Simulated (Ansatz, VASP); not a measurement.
**Two plane-wave programs on NaSnCl3**

File POSCAR:

```
NaSnCl3
1.0
    5.6364292110      0.0000000000      0.0000000000
    0.0000000000      5.6364292110      0.0000000000
    0.0000000000      0.0000000000      5.6364292110
Na Sn Cl
1 1 3
Direct
    0.0000000000      0.0000000000      0.0000000000
    0.5000000000      0.5000000000      0.5000000000
    0.5000000000      0.5000000000      0.0000000000
    0.5000000000      0.0000000000      0.5000000000
    0.0000000000      0.5000000000      0.5000000000
```

Contents of INCAR.step1:

```
SYSTEM = NaSnCl3
  PREC = Accurate
  ENCUT = 520
  ISMEAR = 0
  SIGMA = 0.01
  LREAL = .FALSE.
  LASPH = .TRUE.
  NELM = 100
  NBANDS = 29
  GGA = PE
  ALGO = Normal
  EDIFF = 1E-4
  LWAVE = .TRUE.
  LCHARG = .FALSE.
```

File INCAR.step2:

```
SYSTEM = NaSnCl3
  PREC = Accurate
  ENCUT = 520
  EDIFF = 1E-6
  ISMEAR = 0
  SIGMA = 0.01
  LREAL = .FALSE.
  LASPH = .TRUE.
  NELM = 100
  ALGO = Normal
  ISIF = 2
  LWAVE = .FALSE.
  LCHARG = .FALSE.
  METAGGA = R2SCAN
  LMIXTAU = .TRUE.
  NBANDS = 29
  ISTART = 1
```

The input KPOINTS:

```
Automatic mesh
0
G
  4 4 4
  0 0 0
```

Input for Ansatz:

```yaml
crystal:
  lattice:
    - [5.636429211, 0.0, 0.0]
    - [0.0, 5.636429211, 0.0]
    - [0.0, 0.0, 5.636429211]
  atoms:
    - { symbol: Na, position: [0.0, 0.0, 0.0] }
    - { symbol: Sn, position: [0.5, 0.5, 0.5] }
    - { symbol: Cl, position: [0.5, 0.5, 0.0] }
    - { symbol: Cl, position: [0.5, 0.0, 0.5] }
    - { symbol: Cl, position: [0.0, 0.5, 0.5] }
kpoints:
  mp_grid: { grid: [4, 4, 4] }
hamiltonian:
  xc: r2scan
scf:
  occupations: { method: fixed }
  n_extra_bands: 5
output:
  forces: true
  stress: true
  eigenvalues: true
```

Alike in both runs: task single point; functional r2SCAN; k mesh 4 × 4 × 4; no spin polarisation.

|  | VASP | Ansatz |
| --- | --- | --- |
| version | VASP 6.6.1 | Ansatz 0.2.0 |
| potentials or method | VASP PAW PBE potentials, release 64 (Na_pv, Sn_d, Cl) | plane waves, PAW |
| plane-wave cutoff (eV) | 520 | 500 |
| occupations | gaussian, width 0.01 eV | fixed |
| valence electrons in the cell | 42 | 44 |

```tsv
	VASP	Ansatz	Ansatz less VASP
gap on the k mesh at the Fermi level (eV)	1.29	1.28	-0.011
pressure (GPa)	-1.3	-1.3	+0.05
```

VASP's potentials were made for PBE, not for r2SCAN. VASP's potentials hold 42 valence electrons a cell and Ansatz's 44, so a difference there can come from the potentials and not from the codes.
